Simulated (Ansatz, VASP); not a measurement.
**MgO in VASP and in Ansatz**

Contents of INCAR:

```
SYSTEM = MgO
PREC     = Accurate       ! precision mode
ENCUT    = 520            ! plane-wave cutoff, eV
EDIFF    = 1E-7           ! SCF threshold, eV
ISMEAR   = 0              ! smearing method
SIGMA    = 0.05           ! smearing width, eV
LREAL    = .False.        ! projectors in reciprocal space
LASPH    = .True.         ! aspherical terms in the spheres
NELM     = 60             ! most SCF steps
ALGO     = Normal         ! electronic algorithm
ISIF     = 2              ! what is computed and relaxed
LWAVE    = .False.        ! write WAVECAR
LCHARG   = .False.        ! write CHGCAR
GGA      = PE             ! functional
NBANDS   = 16             ! bands
```

File KPOINTS:

```
Automatic mesh
0
Gamma
  9 9 6
  0 0 0
```

File POSCAR:

```
MgO
1.0
    3.3926000000      0.0000000000      0.0000000000
   -1.6963000000      2.9380777849      0.0000000000
    0.0000000000      0.0000000000      4.9850000000
Mg O
2 2
Direct
    0.3333333333      0.6666666667      0.0063188013
    0.6666666667      0.3333333333      0.5063188013
    0.3333333333      0.6666666667      0.3982811987
    0.6666666667      0.3333333333      0.8982811987
```

Input for Ansatz:

```yaml
crystal:
  lattice:
    - [3.3926, 0.0, 0.0]
    - [-1.6963, 2.9380777849, 0.0]
    - [0.0, 0.0, 4.985]
  atoms:
    - { symbol: Mg, position: [0.3333333333, 0.6666666667, 0.0063188013] }
    - { symbol: Mg, position: [0.6666666667, 0.3333333333, 0.5063188013] }
    - { symbol: O, position: [0.3333333333, 0.6666666667, 0.3982811987] }
    - { symbol: O, position: [0.6666666667, 0.3333333333, 0.8982811987] }
basis:
  ecutwfc: 520.0
kpoints:
  mp_grid: { grid: [9, 9, 6] }
hamiltonian:
  xc: pbe
  pseudopotentials: { kind: paw, azcp: { folder: soft_1 } }
scf:
  occupations: { method: gaussian, width: 0.05 }
output:
  forces: true
  stress: true
  eigenvalues: true
```

Alike in both runs: task single point; functional PBE; k mesh 9 × 9 × 6; occupations gaussian, width 0.05 eV; no spin polarisation.

```csv
,VASP,Ansatz
version,VASP 6.6.1,Ansatz 0.2.0
potentials or method,"VASP PAW PBE potentials, release 64 (Mg, O), cutoff 520 eV","scalar-relativistic, plane waves, PAW"
valence electrons in the cell,16,32
```

```csv
,VASP,Ansatz,Ansatz less VASP
gap on the k mesh at the Fermi level (eV),3.21,3.23,+0.021
least direct gap on the mesh (eV),3.21,3.23,+0.021
pressure (GPa),-2.6,-2.1,+0.44
"traceless stress, the component that is largest in VASP (GPa)",6.30,6.19,-0.105
rms of the force components (eV/Å),0.279,0.277,-0.0022
```

Atom by atom the forces differ by 0.002 eV/Å (rms over components). The functional is the same, so the differences come from potentials, cutoffs and numerics. VASP's potentials hold 16 valence electrons a cell and Ansatz's 32, so a difference there can come from the potentials and not from the codes.
